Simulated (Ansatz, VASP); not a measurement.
## Two plane-wave programs on BP

```
P B
1.0
     0.00000    2.29886    2.29886
     2.29886    0.00000    2.29886
     2.29886    2.29886    0.00000
P B
1 1
Direct
  0.75000 0.75000 0.75000
  0.00000 0.00000 0.00000
```

Alike in both runs: task single point; functional PBE0; k mesh 5 × 5 × 5; occupations fermi-dirac, width 0.05 eV; no spin polarisation.

|  | VASP | Ansatz |
| --- | --- | --- |
| version | VASP 6.6.1 | Ansatz 0.2.0 |
| potentials or method | VASP PAW PBE potentials, release 64 (P, B) | Ansatz PAW |
| plane-wave cutoff (eV) | 520 | 420 |
| valence electrons in the cell | 8 | 8 |

Ansatz gave:

```
gap on the k mesh at the Fermi level (eV) : 2.73
least direct gap on the mesh (eV)         : 4.99
pressure (GPa)                            : -7.5
```

Q: Which values does VASP return?

A: gap on the k mesh at the Fermi level (eV): 2.77; least direct gap on the mesh (eV): 5.02; pressure (GPa): -8.1.

The functional is the same, so the differences come from potentials, cutoffs and numerics.

The k mesh is coarse, so the values compare programs but aren't converged. Noted on Ansatz's run: odd divisions of the mesh miss points on the zone boundary, where band edges often lie, so the gap on the mesh can be too wide.
